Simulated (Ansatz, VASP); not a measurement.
**As: VASP beside Ansatz**

Contents of INCAR:

```
SYSTEM = As
  ALGO = Normal
  EDIFF = 1E-6
  ENCUT = 510
  GGA = CA
  GGA_COMPAT = .False.
  ISIF = 2
  ISMEAR = -1
  LASPH = .True.
  LCHARG = .False.
  LREAL = .False.
  LWAVE = .False.
  NBANDS = 22
  NELM = 120
  PREC = Accurate
  SIGMA = 0.05
```

File KPOINTS:

```
k-points
0
Gamma
  7 7 7
  0 0 0
```

Contents of POSCAR:

```
As
1.0
    1.8807968987      1.0858785957      3.5140619945
   -1.8807968987      1.0858785957      3.5140619945
    0.0000000000     -2.1717571915      3.5140619945
As
2
Direct
    0.2260000000      0.2260000000      0.2260000000
    0.7740000000      0.7740000000      0.7740000000
```

input.yaml

```yaml
crystal:
  lattice:
    - [1.8807968987, 1.0858785957, 3.5140619945]
    - [-1.8807968987, 1.0858785957, 3.5140619945]
    - [0.0, -2.1717571915, 3.5140619945]
  atoms:
    - { symbol: As, position: [0.226, 0.226, 0.226] }
    - { symbol: As, position: [0.774, 0.774, 0.774] }
hamiltonian:
  xc: lda
  pseudopotentials: { kind: paw }
kpoints:
  mp_grid: { grid: [7, 7, 7] }
  band_path:
    path:
      - [[0.0, 0.0, 0.0], [0.5, 0.0, 0.0], [0.5, 0.2303245873, -0.2303245873]]
      - [[0.7696754127, 0.5, 0.2303245873], [0.5, 0.5, 0.5], [0.0, 0.0, 0.0], [0.3651622936, 0.0, -0.3651622936]]
      - [[0.6348377064, 0.3651622936, 0.0], [0.5, 0.5, 0.0], [0.6348377064, 0.6348377064, 0.2303245873], [0.5, 0.5, 0.5]]
      - [[0.5, 0.0, 0.0], [0.7696754127, 0.3651622936, 0.3651622936]]
    npoints: 14
scf:
  occupations: { method: fermi_dirac, width: 0.05 }
  n_extra_bands: 6
output:
  forces: true
  stress: true
  eigenvalues: true
  fatbands: true
```

Alike in both runs: functional LDA; k mesh 7 × 7 × 7; occupations fermi-dirac, width 0.05 eV; no spin polarisation.

```csv
,VASP,Ansatz
version,VASP 6.6.1,Ansatz 0.2.0
potentials or method,"VASP PAW LDA potentials, release 64 (As_d)",Ansatz PAW
plane-wave cutoff (eV),510,420
valence electrons in the cell,30,30
task,single point,band structure
```

```tsv
	VASP	Ansatz	Ansatz less VASP
gap on the k mesh at the Fermi level (eV)	none	none	-
pressure (GPa)	-1.2	-1.5	-0.24
traceless stress, the component that is largest in VASP (GPa)	-0.54	-0.46	+0.076
rms of the force components (eV/Å)	0.150	0.130	-0.0206
```

LDA's correlation is that of Perdew and Zunger in VASP and of Perdew and Wang (1992) in Ansatz. Atom by atom the forces differ by 0.021 eV/Å (rms over components). A gap of «none» marks a metal or a gap that the smearing closes.
